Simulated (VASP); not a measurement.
# AlN (Fm-3m) in VASP: single point with PBEsol

Aim: the single point of AlN with PBEsol.

The COD entry that gives the cell may itself be a prediction, so a difference from it is no test against experiment.

Everything below comes from runs of VASP 6.6.1. Logs are shortened: lines on timing, memory, paths and dates and some standing lists are left out, and cuts for length are marked.

## Step 1: The cell of the first run

The structure is cubic, space group Fm-3m (No. 225). Conventional cell: a = 3.938 Å, b = 3.938 Å, c = 3.938 Å, α = 90.00°, β = 90.00°, γ = 90.00°. Al (site symmetry m-3m) has 6 N at 1.97 Å within 2.6 Å. Within 2.6 Å of N (site symmetry m-3m) lie 6 Al at 1.97 Å.

## Step 2: Single point, PBEsol

INCAR reads:

```
SYSTEM = AlN
  PREC = Accurate
  ENCUT = 520
  EDIFF = 1E-6
  ISMEAR = 0
  SIGMA = 0.01
  LREAL = .False.
  LASPH = .True.
  NELM = 100
  ALGO = Normal
  ISIF = 2
  LWAVE = .False.
  LCHARG = .True.
  GGA = PS
  LELF = .True.
  LVHAR = .True.
  NBANDS = 11
```

KPOINTS reads:

```
Automatic mesh
0
Gamma
  6 6 6
  0 0 0
```

POSCAR reads:

```
AlN
1.0
    0.0000000000      1.9690000000      1.9690000000
    1.9690000000      0.0000000000      1.9690000000
    1.9690000000      1.9690000000      0.0000000000
Al N
1 1
Direct
    0.0000000000      0.0000000000      0.0000000000
    0.5000000000      0.5000000000      0.5000000000
```

Potentials or basis: VASP PAW PBE potentials, release 64 (Al, N).

On the command line:

```sh
> cat potpaw_PBE.64/Al/POTCAR potpaw_PBE.64/N/POTCAR > POTCAR
> mpirun -np 1 vasp_std > vasp.out
```

OUTCAR:

```text
SYSTEM = AlN
   PREC = Accurate
   ENCUT = 520
   EDIFF = 1E-6
   ISMEAR = 0
   LREAL = .False.
   LASPH = .True.
   NELM = 100
   ISIF = 2
   GGA = PS

 ion  position               nearest neighbor table
   1  0.000  0.000  0.000-   2 1.97   2 1.97   2 1.97   2 1.97   2 1.97   2 1.97
   2  0.500  0.500  0.500-   1 1.97   1 1.97   1 1.97   1 1.97   1 1.97   1 1.97

  LATTYP: Found a face centered cubic cell.
 ALAT       =     3.9380000000

  Lattice vectors:

 A1 = (   0.0000000000,   1.9690000000,   1.9690000000)
 A2 = (   1.9690000000,   0.0000000000,   1.9690000000)
 A3 = (   1.9690000000,   1.9690000000,   0.0000000000)

Analysis of symmetry for initial positions (statically):
=====================================================================
 Subroutine PRICEL returns:
 Original cell was already a primitive cell.

 Routine SETGRP: Setting up the symmetry group for a
 face centered cubic supercell.

 Subroutine GETGRP returns: Found 48 space group operations
 (whereof 48 operations were pure point group operations)
 out of a pool of 48 trial point group operations.

The static configuration has the point symmetry O_h .

Analysis of symmetry for dynamics (positions and initial velocities):
=====================================================================
 Subroutine PRICEL returns:
 Original cell was already a primitive cell.

 Routine SETGRP: Setting up the symmetry group for a
 face centered cubic supercell.

 Subroutine GETGRP returns: Found 48 space group operations
 (whereof 48 operations were pure point group operations)
 out of a pool of 48 trial point group operations.

The dynamic configuration has the point symmetry O_h .

 Subroutine INISYM returns: Found 48 space group operations
 (whereof 48 operations are pure point group operations),
 and found     1 'primitive' translations

----------------------------------------------------------------------------------------

                                     Primitive cell

  volume of cell :      15.2675

  direct lattice vectors                    reciprocal lattice vectors
     0.000000000  1.969000000  1.969000000    -0.253936008  0.253936008  0.253936008
     1.969000000  0.000000000  1.969000000     0.253936008 -0.253936008  0.253936008
     1.969000000  1.969000000  0.000000000     0.253936008  0.253936008 -0.253936008

  length of vectors
     2.784586504  2.784586504  2.784586504     0.439830068  0.439830068  0.439830068

  position of ions in fractional coordinates (direct lattice)
     0.000000000  0.000000000  0.000000000
     0.500000000  0.500000000  0.500000000
[... 78 lines left out ...]
   PSTRESS=    0.0 pullay stress
   NELECT =       8.0000    total number of electrons
   NUPDOWN=      -1.0000    fix difference up-down
   EMIN   =  10.00;   EMAX   =-10.00  energy-range for DOS
   EFERMI =   0.00;   METHOD = LEGACY
   ISMEAR =     0;   SIGMA  =   0.01  broadening in eV -4-tet -1-fermi 0-gaus
   EFERMI_NEDOS =   21; number of points for ismear=-14 and -15
   IALGO  =     38    algorithm
   IMIX   =      4    mixing-type and parameters
     AMIX     =   0.40;   BMIX     =  1.00
     AMIX_MAG =   1.60;   BMIX_MAG =  1.00
  volume/ion in A,a.u.               =       7.63        51.51
  Fermi-wavevector in a.u.,A,eV,Ry     =   1.319823  2.494104 23.700443  1.741933
  Thomas-Fermi vector in A             =   2.449694
   LORBIT       =      0    0 simple, 1 ext, 2 COOP (PROOUT), +10 PAW based schemes
   GGA     = PS    functional components
   LHFCALC =     F    Hartree Fock is set to
   AEXX    =    0.0000 exact exchange contribution
   IVDW    =     0    specifies the selected vdW correction
   LEPSILON=     F    determine dielectric tensor
   LRPA    =     F    only Hartree local field effects (RPA)
 non-spin polarized calculation
 Gauss-broadening in eV      SIGMA  =   0.01
  energy-cutoff  :      520.00
  volume of cell :       15.27
 maximum number of plane-waves:       419
 NGX is ok and might be reduce to    24
   NGX = 11   NGY = 11   NGZ = 11

 number of electron       8.0000000 magnetization

 Free energy of the ion-electron system (eV)
  ---------------------------------------------------
  ext. energy  EPLUGINS =         0.00000000
  ---------------------------------------------------
  free energy    TOTEN  =       -15.35002869 eV

  energy without entropy =      -15.35002869  energy(sigma->0) =      -15.35002869

 E-fermi :  11.0386     XC(G=0): -12.8298

 val. band max:       10.9544018622   @ k =   0.0000   0.0000   0.0000
 cond. band min:      15.9360335738   @ k =   0.5000   0.5000   0.0000
 fundamental gap:      4.9816317116
 Fermi energy:        11.0385556501

 k-point     1 :       0.0000    0.0000    0.0000
  band No.  band energies     occupation
      1      -7.3430      2.00000
      2      10.9544      2.00000
      3      10.9544      2.00000
      4      10.9544      2.00000
      5      17.8078      0.00000
      6      23.2205      0.00000
      7      23.2205      0.00000
      8      23.2205      0.00000
      9      28.5206      0.00000
     10      29.2219      0.00000
     11      29.2219      0.00000
[... 197 lines left out ...]
 k-point    16 :      -0.3333    0.5000    0.1667
  band No.  band energies     occupation
      1      -2.4616      2.00000
      2       3.7646      2.00000
      3       6.0000      2.00000
      4       7.0455      2.00000
      5      18.6652      0.00000
      6      19.2873      0.00000
      7      24.2348      0.00000
      8      25.5812      0.00000
      9      30.1052      0.00000
     10      33.5176      0.00000
     11      37.0915      0.00000

------------------------ aborting loop because EDIFF is reached ----------------------------------------

  FORCE on cell =-STRESS in cart. coord.  units (eV):
  Direction    XX          YY          ZZ          XY          YZ          ZX
  --------------------------------------------------------------------------------------
  -------------------------------------------------------------------------------------
  Total        2.3624320      2.3624320      2.3624320     -0.0000000     -0.0000000      0.0000000
  in kB      247.9149743    247.9149743    247.9149743     -0.0000000     -0.0000000      0.0000000
  external PRESSURE =     247.9149743 kB  Pullay stress =       0.0000000 kB

 VOLUME and BASIS-vectors are now :
 -----------------------------------------------------------------------------
  energy-cutoff  :      520.00
  volume of cell :       15.27
      direct lattice vectors                 reciprocal lattice vectors
     0.000000000  1.969000000  1.969000000    -0.253936008  0.253936008  0.253936008
     1.969000000  0.000000000  1.969000000     0.253936008 -0.253936008  0.253936008
     1.969000000  1.969000000  0.000000000     0.253936008  0.253936008 -0.253936008

 POSITION                                       TOTAL-FORCE (eV/Angst)
 -----------------------------------------------------------------------------------
      0.00000      0.00000      0.00000         0.000000     -0.000000     -0.000000
      1.96900      1.96900      1.96900        -0.000000      0.000000      0.000000
 -----------------------------------------------------------------------------------
    total drift:                               -0.000000     -0.000000      0.000000

  FREE ENERGIE OF THE ION-ELECTRON SYSTEM (eV)
  ---------------------------------------------------
  free  energy   TOTEN  =       -15.3500286909 eV

  energy  without entropy=      -15.3500286909  energy(sigma->0) =      -15.35002869
```

OSZICAR:

```text
N       E                     dE             d eps       ncg     rms          rms(c)
DAV:   1     0.100617703422E+02    0.10062E+02   -0.41326E+03   360   0.635E+02
DAV:   2    -0.164259918651E+02   -0.26488E+02   -0.25783E+02   414   0.141E+02
DAV:   3    -0.170537576888E+02   -0.62777E+00   -0.62643E+00   446   0.207E+01
DAV:   4    -0.170559077443E+02   -0.21501E-02   -0.21499E-02   403   0.126E+00
DAV:   5    -0.170559221156E+02   -0.14371E-04   -0.14371E-04   418   0.105E-01    0.767E+00
DAV:   6    -0.154005605434E+02    0.16554E+01   -0.64788E+00   388   0.138E+01    0.294E+00
DAV:   7    -0.153629153736E+02    0.37645E-01   -0.21014E-01   408   0.314E+00    0.185E+00
DAV:   8    -0.153503265896E+02    0.12589E-01   -0.12668E-02   373   0.101E+00    0.383E-01
DAV:   9    -0.153500137013E+02    0.31289E-03   -0.12836E-03   403   0.223E-01    0.175E-01
DAV:  10    -0.153500328787E+02   -0.19177E-04   -0.75091E-05   421   0.607E-02    0.491E-02
DAV:  11    -0.153500288586E+02    0.40201E-05   -0.11872E-05   400   0.206E-02    0.650E-03
DAV:  12    -0.153500286909E+02    0.16773E-06   -0.32755E-07   197   0.503E-03
   1 F= -.15350029E+02 E0= -.15350029E+02  d E =-.137303E-34
```

stdout:

```text
POSCAR found type information on POSCAR AlN
 POSCAR found :  2 types and       2 ions
 scaLAPACK will be used
 -----------------------------------------------------------------------------
|                                                                             |
|                                                                             |
|     You enforced a specific xc type in the INCAR file but a different       |
|     I HOPE YOU KNOW WHAT YOU ARE DOING!                                     |
|                                                                             |
 -----------------------------------------------------------------------------

 LDA part: xc-table for (Slater+PW92), standard interpolation
 POSCAR, INCAR and KPOINTS ok, starting setup
 FFT: planning ... GRIDC
 FFT: planning ... GRID_SOFT
 FFT: planning ... GRID
 WAVECAR not read
 entering main loop
```

Wall time 6.3 s (1 thread of AMD EPYC 7R43 (Zen 3), shared host); peak memory 0.09 GiB.

What came out:

```
Free energy            : -15.3500 eV
Pressure               : 24.8 GPa
Band gap on the k mesh : 4.98 eV, indirect (least direct gap 6.85 eV)
```

Levels at points of the mesh, in eV from the valence-band top:
```csv
k point,band 2,band 3,band 4,band 5,band 6,band 7
"(0.00, 0.00, 0.00)",0.00,0.00,0.00,6.85,12.27,12.27
"(0.50, 0.00, 0.00)",-8.90,-1.25,-1.25,6.55,11.55,11.55
"(0.50, 0.50, 0.00)",-8.00,-3.04,-3.04,4.98,5.33,14.96
```

Caveat: the k points lie up to 0.46 Å⁻¹ apart; the PAW data sets were made with another functional, which shifts forces and pressure a little. Expect the measured gap to be larger: semilocal functionals such as PBEsol lack the derivative discontinuity.
